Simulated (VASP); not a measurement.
Write the native input for VASP 6.6.1 that does the following.

```
Task                   : single point
Functional             : r2SCAN
Potentials or basis    : VASP PAW PBE potentials, release 64 (Zn, S)
Cutoff                 : 520 eV
k mesh                 : 9 × 9 × 9
Occupations            : fermi-dirac, width 0.05 eV
Spin                   : no spin polarisation
Dipole correction      : no
Further INCAR settings : ALGO = Normal; EDIFF = 1e-06; NBANDS = 16
```

Crystal: ZnS.

```
Zn S
1.0
     0.00000    2.66548    2.66548
     2.66548    0.00000    2.66548
     2.66548    2.66548    0.00000
Zn S
1 1
Direct
  0.75000 0.75000 0.75000
  0.00000 0.00000 0.00000
```

One way to write it, as run:

POSCAR

```
ZnS
1.0
    0.0000000000      2.6654820099      2.6654820099
    2.6654820099      0.0000000000      2.6654820099
    2.6654820099      2.6654820099      0.0000000000
Zn S
1 1
Direct
    0.7500000000      0.7500000000      0.7500000000
    0.0000000000      0.0000000000      0.0000000000
```

INCAR.step1

```
PREC = Accurate
ENCUT = 520
ISMEAR = -1
SIGMA = 0.05
LREAL = False
LASPH = True
NELM = 100
NBANDS = 16
GGA = PE
ALGO = Normal
EDIFF = 1E-4
LWAVE = True
LCHARG = False
```

INCAR.step2

```
PREC = Accurate
ENCUT = 520
EDIFF = 1E-6
ISMEAR = -1
SIGMA = 0.05
LREAL = False
LASPH = True
NELM = 100
ALGO = Normal
ISIF = 2
LWAVE = False
LCHARG = False
METAGGA = R2SCAN
LMIXTAU = True
NBANDS = 16
ISTART = 1
```

KPOINTS

```
regular mesh
0
Gamma
  9 9 9
```

Potentials or basis: VASP PAW PBE potentials, release 64 (Zn, S).

Run with:

```bash
$ cat potpaw_PBE.64/Zn/POTCAR potpaw_PBE.64/S/POTCAR > POTCAR
$ cp INCAR.step1 INCAR
$ mpirun -np 1 vasp_std > vasp.out
$ cp INCAR.step2 INCAR
$ mpirun -np 1 vasp_std > vasp.out
```

It gave:

```
Pressure               : 2.7 GPa
Band gap on the k mesh : 2.87 eV, direct
```

Caveat: the PAW data sets were made with another functional, which shifts forces and pressure a little.

It took 40 s on 1 thread of Intel(R) Xeon(R) 6975P-C (Granite Rapids), with other jobs on the host, peak memory 0.17 GiB.
